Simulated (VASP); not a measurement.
# C (P4/mmm) in VASP: notebook

The runs below take C through single point, relaxation of cell and atoms, with PBE.

Everything below comes from runs of VASP 6.6.1. Logs are shortened: lines on timing, memory, paths and dates and some standing lists are left out, and cuts for length are marked.

## Step 1: The cell of the first run

It takes space group P4/mmm (No. 123, tetragonal). The conventional cell has a = 3.445 Å, b = 3.445 Å, c = 4.180 Å, α = 90.00°, β = 90.00°, γ = 90.00°. C (site symmetry m2m) has 3 C at 1.36 to 1.47 Å within 1.8 Å.

## Step 2: Single point, PBE

Contents of INCAR:

```
SYSTEM = C
PREC     = Accurate       ! precision mode
ENCUT    = 520            ! plane-wave cutoff, eV
EDIFF    = 1E-6           ! SCF threshold, eV
ISMEAR   = 0              ! smearing method
SIGMA    = 0.1            ! smearing width, eV
LREAL    = .False.        ! projectors in reciprocal space
LASPH    = .True.         ! aspherical terms in the spheres
NELM     = 60             ! most SCF steps
ALGO     = Normal         ! electronic algorithm
ISIF     = 2              ! what is computed and relaxed
LWAVE    = .False.        ! write WAVECAR
LCHARG   = .True.         ! write CHGCAR
GGA      = PE             ! functional
LELF     = .True.         ! ELF
LVHAR    = .True.       
NBANDS   = 16             ! bands
```

Contents of KPOINTS:

```
Automatic mesh
0
Gamma
  4 4 10
  0 0 0
```

Contents of POSCAR:

```
C
1.0
    3.4454910138      0.0000000000      0.0000000000
    0.0000000000      3.4454910138      0.0000000000
    0.0000000000      0.0000000000      4.1798691399
C
4
Direct
    0.1979084365      0.5000000000      0.0000000000
    0.8020915635      0.5000000000      0.0000000000
    0.5000000000      0.1979084365      0.0000000000
    0.5000000000      0.8020915635      0.0000000000
```

Potentials or basis: VASP PAW PBE potentials, release 64 (C).

Launch:

```sh
> cat potpaw_PBE.64/C/POTCAR > POTCAR
> mpirun -np 1 vasp_std > vasp.out
```

OUTCAR:

```text
SYSTEM = C
   PREC = Accurate
   ENCUT = 520
   EDIFF = 1E-6
   ISMEAR = 0
   LREAL = .False.
   LASPH = .True.
   NELM = 60
   ISIF = 2
   GGA = PE

 ion  position               nearest neighbor table
   1  0.198  0.500  0.000-   2 1.36   3 1.47   4 1.47
   2  0.802  0.500  0.000-   1 1.36   3 1.47   4 1.47
   3  0.500  0.198  0.000-   4 1.36   2 1.47   1 1.47
   4  0.500  0.802  0.000-   3 1.36   2 1.47   1 1.47

  LATTYP: Found a simple tetragonal cell.
 ALAT       =     3.4454910138
 C/A-ratio  =     1.2131417912

  Lattice vectors:

 A1 = (   3.4454910138,   0.0000000000,   0.0000000000)
 A2 = (   0.0000000000,   3.4454910138,   0.0000000000)
 A3 = (   0.0000000000,   0.0000000000,   4.1798691399)

Analysis of symmetry for initial positions (statically):
=====================================================================
 Subroutine PRICEL returns:
 Original cell was already a primitive cell.

 Routine SETGRP: Setting up the symmetry group for a
 simple tetragonal supercell.

 Subroutine GETGRP returns: Found 16 space group operations
 (whereof 16 operations were pure point group operations)
 out of a pool of 16 trial point group operations.

The static configuration has the point symmetry D_4h.

Analysis of symmetry for dynamics (positions and initial velocities):
=====================================================================
 Subroutine PRICEL returns:
 Original cell was already a primitive cell.

 Routine SETGRP: Setting up the symmetry group for a
 simple tetragonal supercell.

 Subroutine GETGRP returns: Found 16 space group operations
 (whereof 16 operations were pure point group operations)
 out of a pool of 16 trial point group operations.

The dynamic configuration has the point symmetry D_4h.

 Subroutine INISYM returns: Found 16 space group operations
 (whereof 16 operations are pure point group operations),
 and found     1 'primitive' translations

----------------------------------------------------------------------------------------

                                     Primitive cell

  volume of cell :      49.6209
[... 89 lines left out ...]
   LSORBIT =      F    spin-orbit coupling
   LASPH  =      T    aspherical Exc in radial PAW
   ENCUT  =  520.0 eV  38.22 Ry    6.18 a.u.   6.41  6.41  7.77*2*pi/ulx,y,z
   NELM   =     60;   NELMIN=  2; NELMDL= -5     # of ELM steps
   EDIFF  = 0.1E-05   stopping-criterion for ELM
   LREAL  =      F    real-space projection
   EDIFFG = 0.1E-04   stopping-criterion for IOM
   NSW    =      0    number of steps for IOM
   IBRION =     -1    ionic relax: 0-MD 1-quasi-New 2-CG
   NFREE  =      0    steps in history (QN), initial steepest desc. (CG)
   ISIF   =      2    stress and relaxation
   ISYM   =      2    0-nonsym 1-usesym 2-fastsym
   POTIM  = 0.5000    time-step for ionic-motion
   TEBEG  =    0.0;   TEEND  =   0.0 temperature during run
   PSTRESS=    0.0 pullay stress
   NELECT =      16.0000    total number of electrons
   NUPDOWN=      -1.0000    fix difference up-down
   EMIN   =  10.00;   EMAX   =-10.00  energy-range for DOS
   EFERMI =   0.00;   METHOD = LEGACY
   ISMEAR =     0;   SIGMA  =   0.10  broadening in eV -4-tet -1-fermi 0-gaus
   EFERMI_NEDOS =   21; number of points for ismear=-14 and -15
   IALGO  =     38    algorithm
   IMIX   =      4    mixing-type and parameters
     AMIX     =   0.40;   BMIX     =  1.00
     AMIX_MAG =   1.60;   BMIX_MAG =  1.00
  volume/ion in A,a.u.               =      12.41        83.71
  Fermi-wavevector in a.u.,A,eV,Ry     =   1.122604  2.121414 17.146597  1.260239
  Thomas-Fermi vector in A             =   2.259265
   LORBIT       =      0    0 simple, 1 ext, 2 COOP (PROOUT), +10 PAW based schemes
   GGA     = PE    functional components
   LHFCALC =     F    Hartree Fock is set to
   AEXX    =    0.0000 exact exchange contribution
   IVDW    =     0    specifies the selected vdW correction
   LEPSILON=     F    determine dielectric tensor
   LRPA    =     F    only Hartree local field effects (RPA)
 non-spin polarized calculation
 Gauss-broadening in eV      SIGMA  =   0.10
  energy-cutoff  :      520.00
  volume of cell :       49.62
 maximum number of plane-waves:      1356
 NGX is ok and might be reduce to    28
   NGX = 13   NGY = 13   NGZ = 15

 number of electron      16.0000002 magnetization

 Free energy of the ion-electron system (eV)
  ---------------------------------------------------
  ext. energy  EPLUGINS =         0.00000000
  ---------------------------------------------------
  free energy    TOTEN  =       -34.85657331 eV

  energy without entropy =      -34.85657331  energy(sigma->0) =      -34.85657331

 E-fermi :   1.7115     XC(G=0):  -8.2976

 val. band max:        1.2402062417   @ k =   0.2500   0.0000   0.0000
 cond. band min:       2.3507865799   @ k =   0.5000   0.2500   0.5000
 fundamental gap:      1.1105803382
 Fermi energy:         1.7115445251

 k-point     1 :       0.0000    0.0000    0.0000
  band No.  band energies     occupation
      1     -17.2688      2.00000
      2      -9.4858      2.00000
      3      -8.8336      2.00000
      4      -7.4009      2.00000
      5      -7.4009      2.00000
      6      -4.9480      2.00000
[... 433 lines left out ...]
      3     -12.5020      2.00000
      4      -6.8241      2.00000
      5      -1.6709      2.00000
      6      -1.6709      2.00000
[... 8 lines left out ...]
     15      13.0149      0.00000
     16      13.3878      0.00000

 [... further k-points ...]

------------------------ aborting loop because EDIFF is reached ----------------------------------------

  FORCE on cell =-STRESS in cart. coord.  units (eV):
  Direction    XX          YY          ZZ          XY          YZ          ZX
  --------------------------------------------------------------------------------------
  -------------------------------------------------------------------------------------
  Total        0.0966891      0.0966891      0.0598572      0.0000000      0.0000000      0.0000000
  in kB        3.1219299      3.1219299      1.9326898      0.0000000      0.0000000      0.0000000
  external PRESSURE =       2.7255165 kB  Pullay stress =       0.0000000 kB

 VOLUME and BASIS-vectors are now :
 -----------------------------------------------------------------------------
  energy-cutoff  :      520.00
  volume of cell :       49.62
      direct lattice vectors                 reciprocal lattice vectors
     3.445491014  0.000000000  0.000000000     0.290234395  0.000000000  0.000000000
     0.000000000  3.445491014  0.000000000     0.000000000  0.290234395  0.000000000
     0.000000000  0.000000000  4.179869140     0.000000000  0.000000000  0.239241940

 POSITION                                       TOTAL-FORCE (eV/Angst)
 -----------------------------------------------------------------------------------
      0.68189      1.72275      0.00000        -0.032161     -0.000000      0.000000
      2.76360      1.72275      0.00000         0.032161      0.000000      0.000000
      1.72275      0.68189      0.00000        -0.000000     -0.032161     -0.000000
      1.72275      2.76360      0.00000        -0.000000      0.032161      0.000000
 -----------------------------------------------------------------------------------
    total drift:                               -0.000000     -0.000000     -0.000000

  FREE ENERGIE OF THE ION-ELECTRON SYSTEM (eV)
  ---------------------------------------------------
  free  energy   TOTEN  =       -34.8565733081 eV

  energy  without entropy=      -34.8565733081  energy(sigma->0) =      -34.85657331
```

It took 17 s on 1 thread of Intel Xeon 6975P-C, shared host; peak memory 0.16 GiB.

Results:

```yaml
Free_energy: -34.8566 eV
Pressure: 0.3 GPa
Largest_force: 0.032 eV/Å
Band_gap_on_the_k_mesh: zero (band 8 reaches 3.55 eV, above the bottom of band 9 at -0.83 eV)
```

Forces on the atoms (eV/Å):
```
C   -0.032  0.000  0.000
C    0.032  0.000  0.000
C    0.000 -0.032  0.000
C    0.000  0.032  0.000
```

Levels at points of the mesh, in eV from the Fermi level:
```
           k point  band 6  band 7  band 8  band 9  band 10  band 11
(0.00, 0.00, 0.00)   -6.66   -2.52    1.84    3.72     4.12     4.12
(0.50, 0.00, 0.00)   -5.10   -4.95   -2.44    4.39     5.48     6.28
(0.50, 0.50, 0.00)   -3.39   -2.50   -2.15   -2.15     7.79     7.95
(0.00, 0.00, 0.50)   -7.19   -2.51    1.56    3.81     3.81     6.74
(0.50, 0.00, 0.50)   -5.55   -4.94   -2.96    4.15     5.67     6.01
(0.50, 0.50, 0.50)   -3.38   -2.91   -2.54   -2.54     7.57     7.80
```

Caveat: the k points lie up to 0.46 Å⁻¹ apart; this functional lacks dispersion, which binds the layers, so the pressure and a relaxed spacing across them are unreliable.

## Step 3: Relaxation of cell and atoms, PBE

This run uses another cell than the first one, of 5.59 Å³/atom, 0.451 times its volume.

Contents of INCAR:

```
  ALGO = Normal
  EDIFF = 1E-7
  EDIFFG = -0.04
  ENCUT = 600
  GGA = PE
  IBRION = 2
  ISIF = 3
  ISMEAR = 0
  LASPH = T
  LCHARG = F
  LREAL = F
  LWAVE = F
  NELM = 80
  NSW = 90
  PREC = Accurate
  SIGMA = 0.1
```

Contents of KPOINTS:

```
k-points
0
Gamma
  4 4 10
```

Contents of POSCAR:

```
C
1.0
    3.7791239900      0.0000000000      0.0000000000
    0.0000000000      3.7791239900      0.0000000000
    0.0000000000      0.0000000000      1.5658517200
C
4
Direct
    0.2070418300      0.5000000000      0.0000000000
    0.7929581700      0.5000000000      0.0000000000
    0.5000000000      0.2070418300      0.0000000000
    0.5000000000      0.7929581700      0.0000000000
```

Potentials or basis: VASP PAW PBE potentials, release 64 (C).

Launch:

```sh
> cat potpaw_PBE.64/C/POTCAR > POTCAR
> mpirun -np 1 vasp_std > vasp.out
```

Run time: 93 s. Hardware: 1 thread of Intel Xeon 6975P-C, shared host; peak memory 0.13 GiB.

It converged, with:

```
Free energy                            : -33.5055 eV
Relaxed volume                         : 7.66 Å³/atom
Relaxed cell                           : a = 3.444 Å, b = 3.444 Å, c = 2.581 Å, α = 90.00°, β = 90.00°, γ = 90.00°
Space group after relaxing (to 0.05 Å) : P4/mmm (No. 123)
Energy gained by relaxing              : 2177.0 meV/atom
Ionic steps                            : 17
Pressure after relaxing                : -0.1 GPa
Band gap on the k mesh                 : zero (band 8 reaches 10.38 eV, above the bottom of band 9 at 2.51 eV)
```

Forces on the atoms (eV/Å):
```
C   -0.002  0.000  0.000
C    0.002  0.000  0.000
C    0.000 -0.002  0.000
C    0.000  0.002  0.000
```

Stress tensor (GPa, compression positive):
```
-0.31  0.00  0.00
 0.00 -0.31  0.00
 0.00  0.00  0.35
```

The path:
| step | energy change (eV) | largest force (eV/Å) | pressure (GPa) | volume (Å³) |
| --- | --- | --- | --- | --- |
| 1 | 0.0000 | 0.8663 | 116.17 | 22.36 |
| 2 | -3.5171 | 1.5848 | -60.88 | 37.02 |
| 3 | -3.9408 | 1.0857 | -32.59 | 30.54 |
| 4 | -3.9583 | 1.2530 | -49.69 | 33.56 |
| 5 | -7.8755 | 4.7028 | 43.65 | 29.15 |
| 6 | -8.6527 | 1.7296 | 2.30 | 30.38 |
| 7 | -8.6519 | 1.3283 | -2.05 | 30.53 |
| 8 | -8.1251 | 6.5076 | 13.16 | 30.07 |
| 9 | -8.6993 | 0.1011 | -0.31 | 30.42 |
| 10 | -8.7004 | 0.0975 | -0.08 | 30.41 |
| 11 | -8.7005 | 0.1552 | -0.01 | 30.41 |
| 12 | -8.7014 | 0.1544 | 4.28 | 30.36 |
| 13 | -8.7060 | 0.1482 | 2.20 | 30.38 |
| 14 | -8.7045 | 0.4929 | -0.40 | 30.70 |
| 15 | -8.7076 | 0.1087 | 1.07 | 30.51 |
| 16 | -8.7073 | 0.1273 | -1.52 | 30.76 |
| 17 | -8.7082 | 0.0021 | -0.09 | 30.62 |

Final structure:
```xyz
4
Lattice="3.4442 0.0000 0.0000 0.0000 3.4442 0.0000 0.0000 0.0000 2.5813" Properties=species:S:1:pos:R:3 pbc="T T T"
C     0.6924    1.7221    0.0000
C     2.7518    1.7221    0.0000
C     1.7221    0.6924    0.0000
C     1.7221    2.7518    0.0000
```

Levels at points of the mesh, in eV from the Fermi level:
| k point | band 4 | band 5 | band 6 | band 7 | band 8 | band 9 | band 10 | band 11 | band 12 |
| --- | --- | --- | --- | --- | --- | --- | --- | --- | --- |
| (0.00, 0.00, 0.00) | -10.26 | -10.26 | -3.67 | -3.50 | 4.22 | 5.77 | 5.77 | 6.25 | 7.51 |
| (0.50, 0.00, 0.00) | -8.82 | -6.74 | -5.60 | -2.35 | 0.40 | 4.29 | 6.27 | 8.09 | 8.33 |
| (0.50, 0.50, 0.00) | -9.62 | -4.05 | -4.05 | -0.05 | 0.56 | 0.56 | 7.13 | 7.36 | 10.11 |
| (0.00, 0.00, 0.50) | -9.93 | -9.11 | -9.11 | -2.96 | -0.65 | 1.35 | 1.35 | 7.24 | 7.24 |
| (0.50, 0.00, 0.50) | -8.32 | -7.65 | -5.95 | -5.44 | -5.08 | 1.74 | 3.77 | 6.34 | 10.72 |
| (0.50, 0.50, 0.50) | -8.51 | -5.81 | -5.04 | -5.04 | -3.63 | -3.63 | 6.49 | 8.03 | 9.61 |

Caveat: the k points lie up to 0.46 Å⁻¹ apart in the final cell; the volume moved by over 15 % at a fixed basis, so the end points are rough.

(Continued in part 2 of 2.)
